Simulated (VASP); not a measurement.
Write the native input for VASP 6.6.1 that does the following.

* Task: single point
* Functional: PBEsol
* Dispersion: D3(BJ)
* Potentials or basis: VASP PAW PBE potentials, release 64 (In_d, As)
* Cutoff: 520 eV
* k mesh: 10 × 10 × 10
* Occupations: gaussian, width 0.15 eV
* Spin: no spin polarisation
* Dipole correction: no
* Further INCAR settings: ALGO = Fast; EDIFF = 1e-06; NBANDS = 30

The structure of In3As lies in POSCAR:

```
In3As
1.0
    4.5024438172      0.0000000000      0.0000000000
    0.0000000000      4.6825415699      0.0000000000
    0.0000000000      0.0000000000      4.5024438172
In As
3 1
Direct
    0.0000000000      0.5000000000      0.5000000000
    0.5000000000      0.0000000000      0.5000000000
    0.5000000000      0.5000000000      0.0000000000
    0.0000000000      0.0000000000      0.0000000000
```

This cell differs from its parent crystal: strain +0.0400 x Voigt [0, 1, 0, 0, 0, 0].

The input as run:

INCAR

```
SYSTEM = In3As
PREC     = Accurate       ! precision mode
ENCUT    = 520            ! plane-wave cutoff, eV
EDIFF    = 1E-6           ! SCF threshold, eV
ISMEAR   = 0              ! smearing method
SIGMA    = 0.15           ! smearing width, eV
LREAL    = .False.        ! projectors in reciprocal space
LASPH    = .True.         ! aspherical terms in the spheres
NELM     = 60             ! most SCF steps
ALGO     = Fast           ! electronic algorithm
ISIF     = 2              ! what is computed and relaxed
LWAVE    = .False.        ! write WAVECAR
LCHARG   = .False.        ! write CHGCAR
GGA      = PS             ! functional
IVDW     = 12             ! dispersion correction
NBANDS   = 30             ! bands
```

KPOINTS

```
regular mesh
0
Gamma
  10 10 10
  0 0 0
```

Potentials or basis: VASP PAW PBE potentials, release 64 (In_d, As).

Run with:

```sh
$ cat potpaw_PBE.64/In_d/POTCAR potpaw_PBE.64/As/POTCAR > POTCAR
$ mpirun -np 1 vasp_std > vasp.out
```

Results of the run:

```json
{"Pressure": "-2.2 GPa", "Band gap on the k mesh": "zero (bands 22 and 23 overlap by 4.40 eV)", "Dispersion energy per atom": "-0.381 eV"}
```

Caveat: the cell differs from its parent crystal (strain +0.0400 x Voigt [0, 1, 0, 0, 0, 0]); the PAW data sets were made with another functional, which shifts forces and pressure a little; spin-orbit coupling is left out, which moves the levels of the heavy elements.

Wall time 5.5 min on 1 thread of Intel(R) Xeon(R) Platinum 8275CL CPU @ 3.00GHz (Skylake/Cascade Lake), with other jobs on the host, peak memory 0.43 GiB.
